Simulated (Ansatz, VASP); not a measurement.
**One calculation of MgO, two programs**

Contents of INCAR:

```
SYSTEM = MgO
  PREC = Accurate
  ENCUT = 520
  EDIFF = 1E-6
  ISMEAR = 0
  SIGMA = 0.05
  LREAL = .False.
  LASPH = .True.
  NELM = 60
  ALGO = Normal
  ISIF = 2
  LWAVE = .False.
  LCHARG = .False.
  GGA = PS
  NBANDS = 11
```

File KPOINTS:

```
regular mesh
0
Gamma
  10 10 10
  0 0 0
```

The input POSCAR:

```
MgO
1.0
    0.0000000000      2.1351500000      2.1351500000
    2.2152181250      0.0000000000      2.1351500000
    2.2152181250      2.1351500000      0.0000000000
Mg O
1 1
Direct
    0.0000000000      0.0000000000      0.0000000000
    0.5000000000      0.5000000000      0.5000000000
```

Input for Ansatz:

```yaml
crystal:
  lattice:
    - [0.0, 2.13515, 2.13515]
    - [2.215218125, 0.0, 2.13515]
    - [2.215218125, 2.13515, 0.0]
  atoms:
    - { symbol: Mg, position: [0.0, 0.0, 0.0] }
    - { symbol: O, position: [0.5, 0.5, 0.5] }
basis:
  ecutwfc: 420
kpoints:
  mp_grid: { grid: [10, 10, 10] }
hamiltonian:
  xc: pbesol
scf:
  occupations: { method: gaussian, width: 0.05 }
output:
  forces: true
  stress: true
  eigenvalues: true
```

Change from the starting cell: strain +0.0375 x Voigt [1, 0, 0, 0, 0, 0], atoms carried along.

Alike in both runs: task single point; functional PBEsol; k mesh 10 × 10 × 10; occupations gaussian, width 0.05 eV; no spin polarisation.

|  | VASP | Ansatz |
| --- | --- | --- |
| version | VASP 6.6.1 | Ansatz 0.2.0 |
| potentials or method | VASP PAW PBE potentials, release 64 (Mg, O), cutoff 520 eV | scalar-relativistic, plane waves, PAW |
| valence electrons in the cell | 8 | 16 |

```csv
,VASP,Ansatz,Ansatz less VASP
gap on the k mesh at the Fermi level (eV),3.86,3.87,+0.005
least direct gap on the mesh (eV),3.86,3.87,+0.005
pressure (GPa),-10.5,-9.9,+0.60
"traceless stress, the component that is largest in VASP (GPa)",-2.81,-2.82,-0.005
```

VASP's potentials were made for PBE, not for PBEsol. VASP's potentials hold 8 valence electrons a cell and Ansatz's 16, so a difference there can come from the potentials and not from the codes.
